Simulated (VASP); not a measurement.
# Os in VASP: notebook, part 2 of 2

VASP 6.6.1.

## 3. Electric field gradients, PBEsol (equal xx and yy strain of +3 %)

The input, INCAR:

```
PREC = Accurate
ENCUT = 520
EDIFF = 1E-8
ISMEAR = -1
SIGMA = 0.05
LREAL = False
LASPH = True
NELM = 100
ALGO = Normal
ISIF = 2
LWAVE = False
LCHARG = False
GGA = PS
LEFG = True
NBANDS = 10
```

The input, KPOINTS:

```
regular mesh
0
Gamma
  14 14 14
```

The input, POSCAR:

```
Os
1.0
    0.0000000000      2.0033500000      1.9450000000
    2.0033500000      0.0000000000      1.9450000000
    2.0033500000      2.0033500000      0.0000000000
Os
1
Direct
    0.0000000000      0.0000000000      0.0000000000
```

Potentials or basis: VASP PAW PBE potentials, release 64 (Os).

Launch:

```
cat potpaw_PBE.64/Os/POTCAR > POTCAR
mpirun -np 1 vasp_std > vasp.out
```

OUTCAR:

```text
PREC = Accurate
   ENCUT = 520
   EDIFF = 1E-8
   ISMEAR = -1
   LREAL = False
   LASPH = True
   NELM = 100
   ISIF = 2
   GGA = PS

 ion  position               nearest neighbor table
   1  0.000  0.000  0.000-

  LATTYP: Found a body centered tetragonal cell.
 ALAT       =     2.8331647402
 C/A-ratio  =     1.3730228761

  Lattice vectors:

 A1 = (   0.0000000000,  -2.0033500000,  -1.9450000000)
 A2 = (   0.0000000000,   2.0033500000,  -1.9450000000)
 A3 = (   2.0033500000,   0.0000000000,   1.9450000000)

Analysis of symmetry for initial positions (statically):
=====================================================================
 Subroutine PRICEL returns:
 Original cell was already a primitive cell.

 Routine SETGRP: Setting up the symmetry group for a
 body centered tetragonal supercell.

 Subroutine GETGRP returns: Found 16 space group operations
 (whereof 16 operations were pure point group operations)
 out of a pool of 16 trial point group operations.

The static configuration has the point symmetry D_4h.

Analysis of symmetry for dynamics (positions and initial velocities):
=====================================================================
 Subroutine PRICEL returns:
 Original cell was already a primitive cell.

 Routine SETGRP: Setting up the symmetry group for a
 body centered tetragonal supercell.

 Subroutine GETGRP returns: Found 16 space group operations
 (whereof 16 operations were pure point group operations)
 out of a pool of 16 trial point group operations.

The dynamic configuration has the point symmetry D_4h.

[... 149 lines left out ...]
 Fermi energy:         7.5755357653

 k-point     1 :       0.0000    0.0000    0.0000
  band No.  band energies     occupation
      1      -2.2921      2.00000
      2       4.9304      2.00000
      3       4.9304      2.00000
      4       5.2924      2.00000
      5       7.3889      1.95326
      6       7.8480      0.00857
      7      21.9295      0.00000
      8      26.7853      0.00000
      9      26.7853      0.00000
     10      27.6632      0.00000
[... 287 lines left out ...]
 k-point    24 :       0.2857    0.1429    0.0000
  band No.  band energies     occupation
      1       0.3889      2.00000
      2       3.7701      2.00000
      3       5.5177      2.00000
      4       5.9354      2.00000
      5       7.3417      1.98156
      6       8.4617      0.00000
      7      22.2348      0.00000
      8      25.3712      0.00000
      9      27.0274      0.00000
     10      28.3504      0.00000

 [... further k-points ...]
[... 5 lines left out ...]
  --------------------------------------------------------------------------------------
  -------------------------------------------------------------------------------------
  Total       -3.8048909     -3.8048909     -3.1052769      0.0000000      0.0000000      0.0000000
  in kB     -390.4716697   -390.4716697   -318.6747480      0.0000000      0.0000000      0.0000000
  external PRESSURE =    -366.5393625 kB  Pullay stress =       0.0000000 kB

 VOLUME and BASIS-vectors are now :
 -----------------------------------------------------------------------------
  energy-cutoff  :      520.00
  volume of cell :       15.61
      direct lattice vectors                 reciprocal lattice vectors
     0.000000000  2.003350000  1.945000000    -0.249581950  0.249581950  0.257069409
     2.003350000  0.000000000  1.945000000     0.249581950 -0.249581950  0.257069409
     2.003350000  2.003350000  0.000000000     0.249581950  0.249581950 -0.257069409

 POSITION                                       TOTAL-FORCE (eV/Angst)
 -----------------------------------------------------------------------------------
      0.00000      0.00000      0.00000         0.000000      0.000000      0.000000
 -----------------------------------------------------------------------------------
    total drift:                               -0.000000      0.000000     -0.000000

  FREE ENERGIE OF THE ION-ELECTRON SYSTEM (eV)
  ---------------------------------------------------
  free  energy   TOTEN  =       -11.8800178868 eV

  energy  without entropy=      -11.8696775419  energy(sigma->0) =      -11.87484771

 Electric field gradients (V/A^2)
---------------------------------------------------------------------
 ion       V_xx      V_yy      V_zz      V_xy      V_xz      V_yz
---------------------------------------------------------------------
   1       1.853     1.853    -3.707    -0.000     0.000     0.000
---------------------------------------------------------------------

 Electric field gradients after diagonalization (V/A^2)
 (convention: |V_zz| > |V_xx| > |V_yy|)
----------------------------------------------------------------------
 ion       V_xx      V_yy      V_zz     asymmetry (V_yy - V_xx)/ V_zz
----------------------------------------------------------------------
   1       1.854     1.853    -3.707       0.000
----------------------------------------------------------------------

           NMR quadrupolar parameters

 Cq : quadrupolar parameter    Cq=e*Q*V_zz/h
 eta: asymmetry parameters     (V_yy - V_xx)/ V_zz
 Q  : nuclear electric quadrupole moment in mb (millibarn)
----------------------------------------------------------------------
 ion       Cq(MHz)       eta       Q (mb)
----------------------------------------------------------------------
   1      -0.009       0.000       1.000
----------------------------------------------------------------------
```

OSZICAR:

```text
N       E                     dE             d eps       ncg     rms          rms(c)
DAV:   1     0.333804706805E+02    0.33380E+02   -0.41101E+03  5016   0.732E+02
DAV:   2    -0.116417035214E+02   -0.45022E+02   -0.41740E+02  5038   0.193E+02
DAV:   3    -0.127262865911E+02   -0.10846E+01   -0.10740E+01  5710   0.280E+01
DAV:   4    -0.127292586173E+02   -0.29720E-02   -0.29711E-02  5258   0.165E+00
DAV:   5    -0.127292691671E+02   -0.10550E-04   -0.10550E-04  5484   0.904E-02    0.134E+01
DAV:   6    -0.120372154980E+02    0.69205E+00   -0.96109E-01  5770   0.765E+00    0.514E+00
DAV:   7    -0.118845654430E+02    0.15265E+00   -0.47661E-01  6044   0.511E+00    0.272E-01
DAV:   8    -0.118814692236E+02    0.30962E-02   -0.19890E-03  5038   0.353E-01    0.181E-01
DAV:   9    -0.118800189803E+02    0.14502E-02   -0.65978E-04  5326   0.269E-01    0.296E-02
DAV:  10    -0.118800205812E+02   -0.16009E-05   -0.66472E-06  5318   0.188E-02    0.961E-03
DAV:  11    -0.118800179338E+02    0.26474E-05   -0.71076E-07  5318   0.121E-02    0.115E-03
DAV:  12    -0.118800178947E+02    0.39168E-07   -0.62164E-09  3490   0.691E-04    0.231E-04
DAV:  13    -0.118800178868E+02    0.78741E-08   -0.33215E-10  2698   0.207E-04
   1 F= -.11880018E+02 E0= -.11874848E+02  d E =-.103403E-01
```

Wall time 37 s (1 thread of Intel Xeon Platinum 8259CL at 2.50GHz (Skylake/Cascade Lake), shared host); peak memory 0.17 GiB.

Results:

| Quantity | Value |
| --- | --- |
| Free energy | -11.8800 eV |
| Pressure | -36.7 GPa |
| Band gap on the k mesh | zero (band 4 reaches 10.14 eV, above the bottom of band 5 at 6.35 eV) |

Electric field gradients, principal values (V/Å²):
```csv
atom,least,middle,greatest (by size)
1 Os,1.853,1.854,-3.707
```

Caveat: the cell differs from its parent crystal (equal xx and yy strain of +3 %); without QUAD_EFG the Cq values of the log hold for a quadrupole moment of 1 mb, not for the nuclei; the PAW data sets were made with another functional, which shifts forces and pressure a little; spin-orbit coupling is left out, which moves the levels of the heavy elements.

## 4. Electric field gradients, PBEsol (equal xy, yz and zx shear strains of -1 %)

The input, INCAR:

```
SYSTEM = Os
PREC     = Accurate       ! precision mode
ENCUT    = 520            ! plane-wave cutoff, eV
EDIFF    = 1E-8           ! SCF threshold, eV
ISMEAR   = -1             ! smearing method
SIGMA    = 0.05           ! smearing width, eV
LREAL    = .FALSE.        ! projectors in reciprocal space
LASPH    = .TRUE.         ! aspherical terms in the spheres
NELM     = 60             ! most SCF steps
ALGO     = Normal         ! electronic algorithm
ISIF     = 2              ! what is computed and relaxed
LWAVE    = .FALSE.        ! write WAVECAR
LCHARG   = .FALSE.        ! write CHGCAR
GGA      = PS             ! functional
LEFG     = .TRUE.       
NBANDS   = 10             ! bands
```

The input, KPOINTS:

```
Automatic mesh
0
G
  14 14 14
  0 0 0
```

The input, POSCAR:

```
Os
1.0
   -0.0194500000      1.9352750000      1.9352750000
    1.9352750000     -0.0194500000      1.9352750000
    1.9352750000      1.9352750000     -0.0194500000
Os
1
Direct
    0.0000000000      0.0000000000      0.0000000000
```

Potentials or basis: VASP PAW PBE potentials, release 64 (Os).

Launch:

```
cat potpaw_PBE.64/Os/POTCAR > POTCAR
mpirun -np 1 vasp_std > vasp.out
```

OUTCAR:

```text
SYSTEM = Os
   PREC = Accurate
   ENCUT = 520
   EDIFF = 1E-8
   ISMEAR = -1
   LREAL = .FALSE.
   LASPH = .TRUE.
   NELM = 60
   ISIF = 2
   GGA = PS

 ion  position               nearest neighbor table
   1  0.000  0.000  0.000-

  LATTYP: Found a trigonal (rhomboedric) cell.
 ALAT       =     2.7369612627
 COS(alpha) =     0.4899250057

  Lattice vectors:

 A1 = (  -0.0194500000,   1.9352750000,   1.9352750000)
 A2 = (   1.9352750000,  -0.0194500000,   1.9352750000)
 A3 = (   1.9352750000,   1.9352750000,  -0.0194500000)

Analysis of symmetry for initial positions (statically):
=====================================================================
 Subroutine PRICEL returns:
 Original cell was already a primitive cell.

 Routine SETGRP: Setting up the symmetry group for a
[... 494 lines left out ...]
  external PRESSURE =    -198.3866875 kB  Pullay stress =       0.0000000 kB

 VOLUME and BASIS-vectors are now :
 -----------------------------------------------------------------------------
  energy-cutoff  :      520.00
  volume of cell :       14.71
      direct lattice vectors                 reciprocal lattice vectors
    -0.019450000  1.935275000  1.935275000    -0.254498585  0.257082327  0.257082327
     1.935275000 -0.019450000  1.935275000     0.257082327 -0.254498585  0.257082327
     1.935275000  1.935275000 -0.019450000     0.257082327  0.257082327 -0.254498585

 POSITION                                       TOTAL-FORCE (eV/Angst)
 -----------------------------------------------------------------------------------
      0.00000      0.00000      0.00000        -0.000000      0.000000      0.000000
 -----------------------------------------------------------------------------------
    total drift:                                0.000000      0.000000     -0.000000

  FREE ENERGIE OF THE ION-ELECTRON SYSTEM (eV)
  ---------------------------------------------------
  free  energy   TOTEN  =       -12.0443977525 eV

  energy  without entropy=      -12.0343239033  energy(sigma->0) =      -12.03936083

 Electric field gradients (V/A^2)
---------------------------------------------------------------------
 ion       V_xx      V_yy      V_zz      V_xy      V_xz      V_yz
---------------------------------------------------------------------
   1      -0.000    -0.000    -0.000   -15.611   -15.611   -15.611
---------------------------------------------------------------------

 Electric field gradients after diagonalization (V/A^2)
 (convention: |V_zz| > |V_xx| > |V_yy|)
----------------------------------------------------------------------
 ion       V_xx      V_yy      V_zz     asymmetry (V_yy - V_xx)/ V_zz
----------------------------------------------------------------------
   1      15.611    15.611   -31.221       0.000
----------------------------------------------------------------------

           NMR quadrupolar parameters

 Cq : quadrupolar parameter    Cq=e*Q*V_zz/h
 eta: asymmetry parameters     (V_yy - V_xx)/ V_zz
 Q  : nuclear electric quadrupole moment in mb (millibarn)
----------------------------------------------------------------------
 ion       Cq(MHz)       eta       Q (mb)
----------------------------------------------------------------------
   1      -0.075       0.000       1.000
----------------------------------------------------------------------
```

stdout:

```text
POSCAR found type information on POSCAR Os
 POSCAR found :  1 types and       1 ions
 scaLAPACK will be used
 -----------------------------------------------------------------------------
|                                                                             |
|                                                                             |
|     You enforced a specific xc type in the INCAR file but a different       |
|     I HOPE YOU KNOW WHAT YOU ARE DOING!                                     |
|                                                                             |
 -----------------------------------------------------------------------------

 LDA part: xc-table for (Slater+PW92), standard interpolation
 POSCAR, INCAR and KPOINTS ok, starting setup
 FFT: planning ... GRIDC
 FFT: planning ... GRID_SOFT
 FFT: planning ... GRID
 WAVECAR not read
 entering main loop
ion   1
```

It took 39 s on 1 thread of Intel Xeon Platinum 8259CL at 2.50GHz (Skylake/Cascade Lake), shared host; peak memory 0.16 GiB.

Results:

* Free energy: -12.0444 eV
* Pressure: -19.8 GPa
* Band gap on the k mesh: zero (band 4 reaches 10.67 eV, above the bottom of band 5 at 7.26 eV)

Stress tensor (GPa, compression positive):
```
-19.84   2.45   2.45
  2.45 -19.84   2.45
  2.45   2.45 -19.84
```

Levels at points of the mesh, in eV from the Fermi level:
```tsv
k point	band 1	band 2	band 3	band 4	band 5	band 6	band 7	band 8
(0.00, 0.00, 0.00)	-10.38	-2.85	-2.85	-2.59	0.08	0.08	14.34	19.69
(0.50, 0.00, 0.00)	-7.25	-3.02	-2.75	-0.24	2.20	2.38	8.32	13.89
(0.50, 0.50, 0.00)	-7.07	-6.38	2.26	2.27	2.94	2.96	11.49	11.79
(0.50, 0.50, 0.50)	-7.21	-2.95	-2.95	-0.03	2.37	2.37	8.62	13.72
```

Electric field gradients, principal values (V/Å²):
| atom | least | middle | greatest (by size) |
| --- | --- | --- | --- |
| 1 Os | 15.611 | 15.611 | -31.221 |

Caveat: the cell differs from its parent crystal (equal xy, yz and zx shear strains of -1 %); without QUAD_EFG the Cq values of the log hold for a quadrupole moment of 1 mb, not for the nuclei; the PAW data sets were made with another functional, which shifts forces and pressure a little; spin-orbit coupling is left out, which moves the levels of the heavy elements.

## 5. Overview

| cell | gap on the mesh (eV) | pressure (GPa) |
| --- | --- | --- |
| a = 2.778, b = 2.778, c = 2.806 Å, angles 59.7, 59.7, 60.7°, 1 atom | none | -31.8 |
| a = 2.792, b = 2.792, c = 2.833 Å, angles 59.5, 59.5, 61.0°, 1 atom | none | -36.7 |
| a = 2.737 Å, angles 60.7°, 1 atom | none | -19.8 |

Alike in all rows: task electric field gradients; level PBEsol; potentials or basis VASP PAW PBE potentials, release 64 (Os); no spin polarisation; k mesh 14 × 14 × 14; cutoff (eV) 520; smearing fermi-dirac 0.05 eV.

Caveats: the PAW data sets were made with another functional, which shifts forces and pressure a little; spin-orbit coupling is left out, which moves the levels of the heavy elements.

Total energies depend on the potentials used, so only differences within one code and one set of settings carry meaning.
